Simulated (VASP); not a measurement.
A run of VASP 6.6.1:

File INCAR:

```
PREC = Accurate
ENCUT = 520
EDIFF = 1E-8
ISMEAR = -1
SIGMA = 0.05
LREAL = F
LASPH = T
NELM = 150
ALGO = Normal
ISIF = 2
LWAVE = F
LCHARG = F
LNONCOLLINEAR = T
MAGMOM = 0 0 0
LORBIT = 11
LSORBIT = T
GGA_COMPAT = F
LORBMOM = T
LMAXMIX = 4
GGA = PE
LEFG = T
NBANDS = 25
```

KPOINTS

```
Automatic mesh
0
Gamma
  16 16 16
```

The input POSCAR:

```
Mo
1.0
   -1.5710000000      1.5710000000      1.5710000000
    1.5710000000     -1.5710000000      1.5710000000
    1.5710000000      1.5710000000     -1.5710000000
Mo
1
Direct
    0.0000000000      0.0000000000      0.0000000000
```

Potentials or basis: VASP PAW PBE potentials, release 64 (Mo_sv).

Run with:

```bash
$ cat potpaw_PBE.64/Mo_sv/POTCAR > POTCAR
$ mpirun -np 1 vasp_ncl > vasp.out
```

Hardware: 1 thread of Intel(R) Xeon(R) Platinum 8488C (Sapphire Rapids), on a shared host.

Problem. Estimate the wall time of this run.

Solution. Run time: 60 s on 1 thread of Intel(R) Xeon(R) Platinum 8488C (Sapphire Rapids), on a shared host, peak memory 0.2 GiB. Counts: scf iterations 14, k points 145.
